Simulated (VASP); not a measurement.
Cu, 4 atoms in the cell. It takes space group P6_3/mmc (No. 194, hexagonal). Conventional cell: a = 2.564 Å, b = 2.564 Å, c = 8.371 Å, α = 90.00°, β = 90.00°, γ = 120.00°. Cu (site symmetry -6m2) has 12 Cu at 2.56 Å within 3.4 Å. Within 3.4 Å of Cu (site symmetry -3m) lie 12 Cu at 2.56 Å. 

```yaml
Program: VASP 6.6.1
Task: single point
Functional: PBEsol
Potentials_or_basis: VASP PAW PBE potentials, release 64 (Cu)
Cutoff: 520 eV
k_mesh: 12 × 12 × 4
Occupations: fermi-dirac, width 0.05 eV
Spin: no spin polarisation
Dipole_correction: no
Further_INCAR_settings: ALGO = Normal; EDIFF = 1e-06; NBANDS = 30
```

Potentials or basis: VASP PAW PBE potentials, release 64 (Cu).

The run is started by

```sh
$ cat potpaw_PBE.64/Cu/POTCAR > POTCAR
$ mpirun -np 1 vasp_std > vasp.out
```

Hardware: 1 thread of AMD EPYC 9R45 96-Core Processor (Zen 5) (shared host).

**Question.** How long does it take, and how much memory?

**Answer.** It took 33 s on 1 thread of AMD EPYC 9R45 96-Core Processor (Zen 5) (shared host), peak memory 0.17 GiB. Counts: scf iterations 14, k points 57.
